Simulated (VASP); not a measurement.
# LiSc12 in VASP: further runs

Runs on LiSc12. Level: LDA. Tasks: single point.

Everything below comes from runs of VASP 6.6.1. Logs are shortened: lines on timing, memory, paths and dates and some standing lists are left out, and cuts for length are marked.

## Step 1: The cell of the first run

The cell holds a slab with vacuum, 13 atoms: a = 6.620 Å, b = 6.620 Å, c = 17.276 Å, α = 90.00°, β = 90.00°, γ = 60.00°.

## Step 2: Single point, LDA

INCAR reads:

```
PREC     = Accurate       # precision mode
ENCUT    = 520            # plane-wave cutoff, eV
EDIFF    = 1E-7           # SCF threshold, eV
ISMEAR   = -1             # smearing method
SIGMA    = 0.1            # smearing width, eV
LREAL    = False          # projectors in reciprocal space
LASPH    = True           # aspherical terms in the spheres
NELM     = 80             # most SCF steps
ALGO     = Normal         # electronic algorithm
ISIF     = 2              # what is computed and relaxed
LWAVE    = False          # write WAVECAR
LCHARG   = False          # write CHGCAR
GGA      = CA             # functional
NBANDS   = 80             # bands
```

KPOINTS reads:

```
regular mesh
0
Gamma
  3 3 1
```

POSCAR reads:

```
LiSc12
1.0
    6.6200000000      0.0000000000      0.0000000000
    3.3100000000      5.7330880000      0.0000000000
    0.0000000000      0.0000000000     17.2761400000
Sc Li
12 1
Direct
    0.0000000000      0.0000000000      0.0578833000
    0.5000000000      0.0000000000      0.0578833000
    0.0000000000      0.5000000000      0.0578833000
    0.5000000000      0.5000000000      0.0578833000
   -0.1666934931      0.3333829165      0.1961535055
    0.3344487286      0.3312423137      0.1957757621
   -0.1687732386      0.8344143004      0.1957438220
    0.3344487846      0.8343625035      0.1957713740
    0.0046573246     -0.0093862264      0.3340230749
    0.5002161191     -0.0000236137      0.3399220243
    0.0046795865      0.5048285443      0.3340565250
    0.4905477497      0.5047654747      0.3341230134
    0.1657193315      0.6674212889      0.4830911119
```

Potentials or basis: VASP PAW LDA potentials, release 64 (Sc_sv, Li_sv).

Command:

```sh
$ cat potpaw_LDA.64/Sc_sv/POTCAR potpaw_LDA.64/Li_sv/POTCAR > POTCAR
$ mpirun -np 1 vasp_std > vasp.out
```

OUTCAR:

```text
PREC = Accurate
   ENCUT = 520
   EDIFF = 1E-7
   ISMEAR = -1
   LREAL = False
   LASPH = True
   NELM = 80
   ISIF = 2
   GGA = CA

 ion  position               nearest neighbor table
   1  0.000  0.000  0.058-   7 3.06   8 3.06   5 3.06   3 3.31   3 3.31   4 3.31   4 3.31   2 3.31
                             2 3.31
   2  0.500  0.000  0.058-   7 3.05   8 3.05   6 3.05   4 3.31   3 3.31   4 3.31   3 3.31   1 3.31
                             1 3.31
   3  0.000  0.500  0.058-   7 3.06   6 3.06   5 3.06   1 3.31   1 3.31   2 3.31   2 3.31   4 3.31
                             4 3.31
   4  0.500  0.500  0.058-   6 3.06   8 3.06   5 3.06   2 3.31   1 3.31   2 3.31   1 3.31   3 3.31
                             3 3.31
   5  0.833  0.333  0.196-   4 3.06   3 3.06   1 3.06   9 3.09  11 3.09  12 3.09   8 3.31   6 3.31
                             7 3.31   7 3.31   6 3.31   8 3.31
   6  0.334  0.331  0.196-   2 3.05  11 3.05  12 3.05   4 3.06   3 3.06  10 3.13   7 3.29   8 3.29
                             5 3.31   5 3.31   8 3.33   7 3.33
   7  0.831  0.834  0.196-   2 3.05   9 3.05  11 3.05   1 3.06   3 3.06  10 3.13   6 3.29   8 3.29
                             5 3.31   5 3.31   8 3.33   6 3.33
   8  0.334  0.834  0.196-   2 3.05   9 3.05  12 3.05   4 3.06   1 3.06  10 3.13   7 3.29   6 3.29
                             5 3.31   5 3.31   6 3.33   7 3.33
   9  0.005  0.991  0.334-   7 3.05   8 3.05   5 3.09  11 3.22  12 3.22  10 3.31  10 3.31  12 3.40
                            11 3.40
  10  0.500  1.000  0.340-   7 3.13   6 3.13   8 3.13   9 3.31  11 3.31  12 3.31  12 3.31  11 3.31
                             9 3.31
  11  0.005  0.505  0.334-   7 3.05   6 3.05   5 3.09   9 3.22  12 3.22  10 3.31  10 3.31  12 3.40
                             9 3.40
  12  0.491  0.505  0.334-   8 3.05   6 3.05   5 3.09  11 3.22   9 3.22  10 3.31  10 3.31   9 3.40
                            11 3.40
  13  0.166  0.667  0.483-

  LATTYP: Found a hexagonal cell.
 ALAT       =     6.6199998501
 C/A-ratio  =     2.6096888808

  Lattice vectors:

 A1 = (  -3.3100000000,  -5.7330880000,   0.0000000000)
 A2 = (   6.6200000000,   0.0000000000,   0.0000000000)
 A3 = (   0.0000000000,   0.0000000000,  17.2761400000)

Analysis of symmetry for initial positions (statically):
=====================================================================
 Subroutine PRICEL returns:
 Original cell was already a primitive cell.

 Routine SETGRP: Setting up the symmetry group for a
 hexagonal supercell.

 Subroutine GETGRP returns: Found  1 space group operations
 (whereof  1 operations were pure point group operations)
 out of a pool of 24 trial point group operations.

The static configuration has the point symmetry C_1 .

Analysis of symmetry for dynamics (positions and initial velocities):
=====================================================================
 Subroutine PRICEL returns:
 Original cell was already a primitive cell.

 Routine SETGRP: Setting up the symmetry group for a
 hexagonal supercell.

 Subroutine GETGRP returns: Found  1 space group operations
 (whereof  1 operations were pure point group operations)
 out of a pool of 24 trial point group operations.

The dynamic configuration has the point symmetry C_1 .

 Subroutine INISYM returns: Found  1 space group operations
 (whereof  1 operations are pure point group operations),
 and found     1 'primitive' translations

----------------------------------------------------------------------------------------

                                     Primitive cell

  volume of cell :     655.6821

  direct lattice vectors                    reciprocal lattice vectors
     6.620000000  0.000000000  0.000000000     0.151057402 -0.087213034  0.000000000
     3.310000000  5.733088000  0.000000000     0.000000000  0.174426068  0.000000000
     0.000000000  0.000000000 17.276140000     0.000000000  0.000000000  0.057883300

  length of vectors
     6.620000000  6.619999850 17.276140000     0.174426065  0.174426068  0.057883300

  position of ions in fractional coordinates (direct lattice)
     0.000000000  0.000000000  0.057883300
     0.500000000  0.000000000  0.057883300
     0.000000000  0.500000000  0.057883300
     0.500000000  0.500000000  0.057883300
     0.833306507  0.333382916  0.196153505
     0.334448729  0.331242314  0.195775762
[... 31 lines left out ...]

 Generating k-lattice:

  Cartesian coordinates                     Fractional coordinates (reciprocal lattice)
     0.050352467 -0.029071011  0.000000000     0.333333333 -0.000000000  0.000000000
     0.000000000  0.058142023  0.000000000     0.000000000  0.333333333  0.000000000
     0.000000000  0.000000000  0.057883300     0.000000000  0.000000000  1.000000000

  Length of vectors
     0.058142022  0.058142023  0.057883300

  Shift w.r.t. Gamma in fractional coordinates (k-lattice)
     0.000000000  0.000000000  0.000000000

 Subroutine IBZKPT returns following result:
 ===========================================

 Found      5 irreducible k-points:

 Following reciprocal coordinates:
            Coordinates               Weight
  0.000000  0.000000  0.000000      1.000000
  0.333333 -0.000000  0.000000      2.000000
  0.333333  0.333333  0.000000      2.000000
  0.000000  0.333333  0.000000      2.000000
 -0.333333  0.333333  0.000000      2.000000
   k-points           NKPTS =      5   k-points in BZ     NKDIM =      5   number of bands    NBANDS=     80
   number of dos      NEDOS =    301   number of ions     NIONS =     13
   total plane-waves  NPLWV = 320000
   dimension x,y,z NGX =    50 NGY =   50 NGZ =  128
   dimension x,y,z NGXF=   100 NGYF=  100 NGZF=  256
   ions per type =              12   1
   NGX,Y,Z   is equivalent  to a cutoff of  12.56, 12.56, 12.32 a.u.
   NGXF,Y,Z  is equivalent  to a cutoff of  25.11, 25.11, 24.63 a.u.
 SYSTEM =  unknown system
   PREC   = accura    normal or accurate (medium, high low for compatibility)
   ISTART =      0    job   : 0-new  1-cont  2-samecut
   ICHARG =      2    charge: 1-file 2-atom 10-const
   ISPIN  =      1    spin polarized calculation?
   LNONCOLLINEAR =      F non collinear calculations
   LSORBIT =      F    spin-orbit coupling
   LASPH  =      T    aspherical Exc in radial PAW
   ENCUT  =  520.0 eV  38.22 Ry    6.18 a.u.  12.31 12.31 32.12*2*pi/ulx,y,z
   NELM   =     80;   NELMIN=  2; NELMDL= -5     # of ELM steps
   EDIFF  = 0.1E-06   stopping-criterion for ELM
   LREAL  =      F    real-space projection
   EDIFFG = 0.1E-05   stopping-criterion for IOM
   NSW    =      0    number of steps for IOM
   IBRION =     -1    ionic relax: 0-MD 1-quasi-New 2-CG
   NFREE  =      0    steps in history (QN), initial steepest desc. (CG)
   ISIF   =      2    stress and relaxation
   ISYM   =      2    0-nonsym 1-usesym 2-fastsym
   POTIM  = 0.5000    time-step for ionic-motion
   TEBEG  =    0.0;   TEEND  =   0.0 temperature during run
   PSTRESS=    0.0 pullay stress
   NELECT =     135.0000    total number of electrons
   NUPDOWN=      -1.0000    fix difference up-down
   EMIN   =  10.00;   EMAX   =-10.00  energy-range for DOS
   EFERMI =   0.00;   METHOD = LEGACY
   ISMEAR =    -1;   SIGMA  =   0.10  broadening in eV -4-tet -1-fermi 0-gaus
   EFERMI_NEDOS =   21; number of points for ismear=-14 and -15
   IALGO  =     38    algorithm
   IMIX   =      4    mixing-type and parameters
     AMIX     =   0.40;   BMIX     =  1.00
     AMIX_MAG =   1.60;   BMIX_MAG =  1.00
  volume/ion in A,a.u.               =      50.44       340.37
  Fermi-wavevector in a.u.,A,eV,Ry     =   0.966692  1.826784 12.714566  0.934494
  Thomas-Fermi vector in A             =   2.096515
   LORBIT       =      0    0 simple, 1 ext, 2 COOP (PROOUT), +10 PAW based schemes
   GGA     = CA    functional components
   LHFCALC =     F    Hartree Fock is set to
   AEXX    =    0.0000 exact exchange contribution
   IVDW    =     0    specifies the selected vdW correction
   LEPSILON=     F    determine dielectric tensor
   LRPA    =     F    only Hartree local field effects (RPA)
 non-spin polarized calculation
  energy-cutoff  :      520.00
  volume of cell :      655.68
 maximum number of plane-waves:     17741
 NGX is ok and might be reduce to    50
   NGX = 25   NGY = 25   NGZ = 65

 number of electron     134.9999995 magnetization

 Free energy of the ion-electron system (eV)
  ---------------------------------------------------
  ext. energy  EPLUGINS =         0.00000000
  ---------------------------------------------------
  free energy    TOTEN  =       -76.65964937 eV

  energy without entropy =      -75.81195594  energy(sigma->0) =      -76.23580266

 E-fermi :  -0.0035     XC(G=0):  -5.8695

 val. band max:       -0.0319157108   @ k =  -0.3333   0.3333   0.0000
 cond. band min:       0.0591408386   @ k =   0.0000   0.0000   0.0000
 fundamental gap:      0.0910565494
 Fermi energy:        -0.0035384892

 k-point     1 :       0.0000    0.0000    0.0000
  band No.  band energies     occupation
      1     -49.1183      2.00000
      2     -49.0628      2.00000
      3     -49.0285      2.00000
      4     -49.0282      2.00000
      5     -49.0168      2.00000
      6     -48.9463      2.00000
[... 399 lines left out ...]
     78       0.6104      0.00430
     79       0.6434      0.00310
 [bands above 79 left out]

------------------------ aborting loop because EDIFF is reached ----------------------------------------

  FORCE on cell =-STRESS in cart. coord.  units (eV):
  Direction    XX          YY          ZZ          XY          YZ          ZX
  --------------------------------------------------------------------------------------
  -------------------------------------------------------------------------------------
  Total       -9.2462000     -9.2404371      0.0550055      0.0043797     -0.0025771     -0.0030789
  in kB      -22.5933460    -22.5792643      0.1344074      0.0107018     -0.0062972     -0.0075234
  external PRESSURE =     -15.0127343 kB  Pullay stress =       0.0000000 kB

 VOLUME and BASIS-vectors are now :
 -----------------------------------------------------------------------------
  energy-cutoff  :      520.00
  volume of cell :      655.68
      direct lattice vectors                 reciprocal lattice vectors
     6.620000000  0.000000000  0.000000000     0.151057402 -0.087213034  0.000000000
     3.310000000  5.733088000  0.000000000     0.000000000  0.174426068  0.000000000
     0.000000000  0.000000000 17.276140000     0.000000000  0.000000000  0.057883300

 POSITION                                       TOTAL-FORCE (eV/Angst)
 -----------------------------------------------------------------------------------
      0.00000      0.00000      1.00000         0.000410      0.024862     -0.003678
      3.31000      0.00000      1.00000        -0.000016      0.000128     -0.031343
      1.65500      2.86654      1.00000        -0.021108     -0.012393     -0.003735
      4.96500      2.86654      1.00000         0.021644     -0.012240     -0.003966
      6.61999      1.91131      3.38878        -0.000168      0.000016      0.000151
      3.31046      1.89904      3.38225        -0.000621     -0.001323     -0.001887
      8.26463      4.78377      3.38170        -0.000824      0.000193     -0.001697
      4.97579      4.78347      3.38217         0.001164      0.001159     -0.002149
      3.30976      5.67928      5.77063         0.001591      0.003485      0.010841
      6.62135      5.73295      5.87254        -0.002659      0.000336      0.011512
      1.70196      2.89423      5.77121        -0.002584     -0.002739      0.010102
      4.91820      2.89386      5.77236         0.002982     -0.001163      0.010245
      3.30623      3.82638      8.34595         0.000189     -0.000322      0.005604
 -----------------------------------------------------------------------------------
    total drift:                               -0.000001      0.000001     -0.000863

  FREE ENERGIE OF THE ION-ELECTRON SYSTEM (eV)
  ---------------------------------------------------
  free  energy   TOTEN  =       -76.6596493679 eV

  energy  without entropy=      -75.8119559423  energy(sigma->0) =      -76.23580266
```

It took 14 min on 1 thread of Intel Xeon Platinum 8375C at 2.90GHz (Ice Lake), shared host; peak memory 0.57 GiB.

What came out:

| Item | Value |
| --- | --- |
| Free energy | -76.6596 eV |
| Largest force | 0.031 eV/Å |
| Band gap on the k mesh | zero (an odd number of electrons rules out a gap without spin polarisation) |

Forces on the atoms (eV/Å):
```
Sc   0.000  0.025 -0.004
Sc   0.000  0.000 -0.031
Sc  -0.021 -0.012 -0.004
Sc   0.022 -0.012 -0.004
Sc   0.000  0.000  0.000
Sc  -0.001 -0.001 -0.002
Sc  -0.001  0.000 -0.002
Sc   0.001  0.001 -0.002
Sc   0.002  0.003  0.011
Sc  -0.003  0.000  0.012
Sc  -0.003 -0.003  0.010
Sc   0.003 -0.001  0.010
Li   0.000  0.000  0.006
```

Caveat: the k points lie up to 0.37 Å⁻¹ apart, too coarse for converged energies and pressures of a metal; the cutoff is under 1.25 times the usual one of these potentials, so pressure, stress and relaxed cells hold a basis-set (Pulay) error.

## Step 3: Single point, LDA

INCAR reads:

```
SYSTEM = LiSc12
PREC = Accurate
ENCUT = 520
EDIFF = 1E-6
ISMEAR = -1
SIGMA = 0.1
LREAL = .FALSE.
LASPH = .TRUE.
NELM = 80
ALGO = Normal
ISIF = 2
LWAVE = .FALSE.
LCHARG = .TRUE.
GGA = CA
LELF = .TRUE.
LVHAR = .TRUE.
NBANDS = 80
```

KPOINTS reads:

```
regular mesh
0
G
  3 3 1
  0 0 0
```

POSCAR reads:

```
LiSc12
1.0
    6.6200000000      0.0000000000      0.0000000000
    3.3100000000      5.7330880000      0.0000000000
    0.0000000000      0.0000000000     17.2761400000
Sc Li
12 1
Direct
    0.0000000000      0.0000000000      0.0578833003
    0.5000000000      0.0000000000      0.0578833003
    0.0000000000      0.5000000000      0.0578833003
    0.5000000000      0.5000000000      0.0578833003
   -0.1666934571      0.3333829866      0.1961535389
    0.3344488118      0.3312422555      0.1957757346
   -0.1687733471      0.8344143680      0.1957438409
    0.3344487787      0.8343625634      0.1957713934
    0.0046573072     -0.0093862156      0.3340230514
    0.5002161544     -0.0000235475      0.3399219965
    0.0046795754      0.5048284624      0.3340565080
    0.4905477663      0.5047654946      0.3341230159
    0.1657192634      0.6674212920      0.4830911303
```

Potentials or basis: VASP PAW LDA potentials, release 64 (Sc_sv, Li_sv).

Command:

```sh
$ cat potpaw_LDA.64/Sc_sv/POTCAR potpaw_LDA.64/Li_sv/POTCAR > POTCAR
$ mpirun -np 1 vasp_std > vasp.out
```

Wall time 12 min (1 thread of Intel Xeon Platinum 8375C at 2.90GHz (Ice Lake), shared host); peak memory 0.56 GiB.

It converged, with:

| Property | Result |
| --- | --- |
| Free energy | -76.6596 eV |
| Largest force | 0.031 eV/Å |
| Band gap on the k mesh | zero (an odd number of electrons rules out a gap without spin polarisation) |

Forces on the atoms (eV/Å):
```
Sc   0.000  0.025 -0.004
Sc   0.000  0.000 -0.031
Sc  -0.021 -0.012 -0.004
Sc   0.022 -0.012 -0.004
Sc   0.000  0.000  0.000
Sc   0.000 -0.001 -0.002
Sc  -0.001  0.000 -0.002
Sc   0.001  0.001 -0.002
Sc   0.002  0.004  0.011
Sc  -0.003  0.000  0.012
Sc  -0.003 -0.003  0.010
Sc   0.003 -0.001  0.010
Li   0.000  0.000  0.006
```

Levels at points of the mesh, in eV from the Fermi level:
```
           k point  band 66  band 67  band 68  band 69  band 70  band 71
(0.00, 0.00, 0.00)    -0.28    -0.28    -0.24     0.06     0.48     0.56
```

Caveat: the k points lie up to 0.37 Å⁻¹ apart, too coarse for converged energies and pressures of a metal; the cutoff is under 1.25 times the usual one of these potentials, so pressure, stress and relaxed cells hold a basis-set (Pulay) error.

## Step 4: Single point, LDA

INCAR reads:

```
SYSTEM = LiSc12
  ALGO = Normal
  EDIFF = 1E-6
  ENCUT = 520
  GGA = CA
  ISIF = 2
  ISMEAR = -1
  LASPH = .TRUE.
  LCHARG = .FALSE.
  LREAL = .FALSE.
  LWAVE = .FALSE.
  NBANDS = 80
  NELM = 60
  PREC = Accurate
  SIGMA = 0.1
```

KPOINTS reads:

```
k-points
0
G
  3 3 1
  0 0 0
```

POSCAR reads:

```
LiSc12
1.0
    6.6200000000      0.0000000000      0.0000000000
    3.3100000000      5.7330880000      0.0000000000
    0.0000000000      0.0000000000     17.2761400000
Sc Li
12 1
Direct
    0.0000000000      0.0000000000      0.0578833003
    0.5000000000      0.0000000000      0.0578833003
    0.0000000000      0.5000000000      0.0578833003
    0.5000000000      0.5000000000      0.0578833003
   -0.1655511882      0.3312422555      0.1957757346
    0.3333065429      0.3333829866      0.1961535389
   -0.1655512213      0.8343625634      0.1957713934
    0.3312266529      0.8344143680      0.1957438409
    0.0002161544     -0.0000235475      0.3399219965
    0.5046573072     -0.0093862156      0.3340230514
   -0.0094522337      0.5047654946      0.3341230159
    0.5046795754      0.5048284624      0.3340565080
    0.6657192634      0.6674212920      0.4830911303
```

Command:

```sh
$ cat potpaw_LDA.64/Sc_sv/POTCAR potpaw_LDA.64/Li_sv/POTCAR > POTCAR
$ mpirun -np 1 vasp_std > vasp.out
```

Wall time 24 min (1 thread of Intel Xeon 8259CL, shared host); peak memory 0.57 GiB.

It converged, with:

| Quantity | Value |
| --- | --- |
| Free energy | -76.6596 eV |
| Largest force | 0.031 eV/Å |
| Band gap on the k mesh | zero (an odd number of electrons rules out a gap without spin polarisation) |

Forces in eV/Å, atoms in the order of the input:
```
Sc   0.000  0.000 -0.031
Sc   0.000  0.025 -0.004
Sc   0.022 -0.012 -0.004
Sc  -0.021 -0.012 -0.004
Sc   0.000 -0.001 -0.002
Sc   0.000  0.000  0.000
Sc   0.001  0.001 -0.002
Sc  -0.001  0.000 -0.002
Sc  -0.003  0.000  0.011
Sc   0.002  0.003  0.011
Sc   0.003 -0.001  0.010
Sc  -0.003 -0.003  0.010
Li   0.000  0.000  0.006
```

Levels at points of the mesh, in eV from the Fermi level:
| k point | band 66 | band 67 | band 68 | band 69 | band 70 | band 71 |
| --- | --- | --- | --- | --- | --- | --- |
| (0.00, 0.00, 0.00) | -0.28 | -0.28 | -0.24 | 0.06 | 0.48 | 0.56 |

Caveat: the k points lie up to 0.37 Å⁻¹ apart, too coarse for converged energies and pressures of a metal; the cutoff is under 1.25 times the usual one of these potentials, so pressure, stress and relaxed cells hold a basis-set (Pulay) error.
